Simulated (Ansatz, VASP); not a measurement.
**One calculation of Sc2GeTe4, two programs**

```
Sc Ge Te
1.0
     2.09604    1.21015   13.73034
    -2.09604    1.21015   13.73034
     0.00000   -2.42030   13.73034
Sc Ge Te
2 1 4
Direct
  0.57838 0.57838 0.57838
  0.42162 0.42162 0.42162
  0.00000 0.00000 0.00000
  0.87528 0.87528 0.87528
  0.12472 0.12472 0.12472
  0.70872 0.70872 0.70872
  0.29128 0.29128 0.29128
```

Alike in both runs: functional PBE; k mesh 5 × 5 × 5; occupations gaussian, width 0.2 eV; no spin polarisation.

Ansatz relaxed the structure, and its values are those at the end. VASP's run is a single point on that final structure, the one shown.

```csv
,VASP,Ansatz
version,VASP 6.6.1,Ansatz 0.2.0
potentials or method,"VASP PAW PBE potentials, release 64 (Sc_sv, Ge_d, Te), cutoff 520 eV","scalar-relativistic, plane waves, PAW"
valence electrons in the cell,60,100
```

Ansatz gave:

- gap on the k mesh at the Fermi level (eV): 0.86
- least direct gap on the mesh (eV): 1.17
- pressure (GPa): 0.3
- rms of the force components (eV/Å): 0.011

Q: Estimate VASP's values.

A: gap on the k mesh at the Fermi level (eV): 0.85; least direct gap on the mesh (eV): 1.16; pressure (GPa): 0.3; rms of the force components (eV/Å): 0.009.

VASP's potentials hold 60 valence electrons a cell and Ansatz's 100, so a difference there can come from the potentials and not from the codes.

Neither program's run includes spin-orbit coupling.
